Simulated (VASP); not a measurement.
Write the native input for VASP 6.6.1 that does the following.

```yaml
Task: single point
Functional: PBEsol
Potentials_or_basis: VASP PAW PBE potentials, release 64 (Ni_sv_GW, O)
Cutoff: 700 eV
k_mesh: 8 × 8 × 14
Occupations: gaussian, width 0.15 eV
Spin: no spin polarisation
Dipole_correction: no
Further_INCAR_settings: ALGO = Normal; EDIFF = 1e-06; NBANDS = 48
```

The structure of Ni3O4 lies in POSCAR:

```
Ni3O4
1.0
    2.8365053875     -3.8061089693      0.0000000000
    2.8365053875      3.8061089693      0.0000000000
    0.0000000000      0.0000000000      2.8899735647
Ni O
3 4
Direct
    0.5000000000      0.0000000000      0.5000000000
    0.0000000000      0.5000000000      0.5000000000
    0.0000000000      0.0000000000      0.0000000000
    0.7878888826      0.7878888826      0.5000000000
    0.2121111174      0.2121111174      0.5000000000
    0.2371644473      0.7628355527      0.0000000000
    0.7628355527      0.2371644473      0.0000000000
```

This cell differs from its parent crystal: strain -0.030 along x and y, +0.015 along z.

These files were run (other wordings do the same):

INCAR

```
  PREC = Accurate
  ENCUT = 700
  EDIFF = 1E-6
  ISMEAR = 0
  SIGMA = 0.15
  LREAL = F
  LASPH = T
  NELM = 120
  ALGO = Normal
  ISIF = 2
  LWAVE = F
  LCHARG = T
  GGA = PS
  LELF = T
  LVHAR = T
  NBANDS = 48
  GGA_COMPAT = F
```

KPOINTS

```
regular mesh
0
Gamma
  8 8 14
```

Potentials or basis: VASP PAW PBE potentials, release 64 (Ni_sv_GW, O).

Launch:

```bash
$ cat potpaw_PBE.64/Ni_sv_GW/POTCAR potpaw_PBE.64/O/POTCAR > POTCAR
$ mpirun -np 1 vasp_std > vasp.out
```

It gave:

The pressure is 10.9 GPa and the largest force is 0.784 eV/Å. The band gap on the k mesh is zero (bands 39 and 40 overlap by 0.37 eV).

Caveat: the cell differs from its parent crystal (strain -0.030 along x and y, +0.015 along z); the stress differs along the axes, from 6 to 16 GPa; the PAW data sets were made with another functional, which shifts forces and pressure a little; the run has no spin polarisation, though such a crystal can be magnetic; semilocal functionals often make such compounds metallic where correlation or magnetic order opens a gap, which also shifts bond lengths.

It took 31 min on 1 thread of Intel(R) Xeon(R) Platinum 8488C (Sapphire Rapids), with other jobs on the host, peak memory 0.72 GiB.
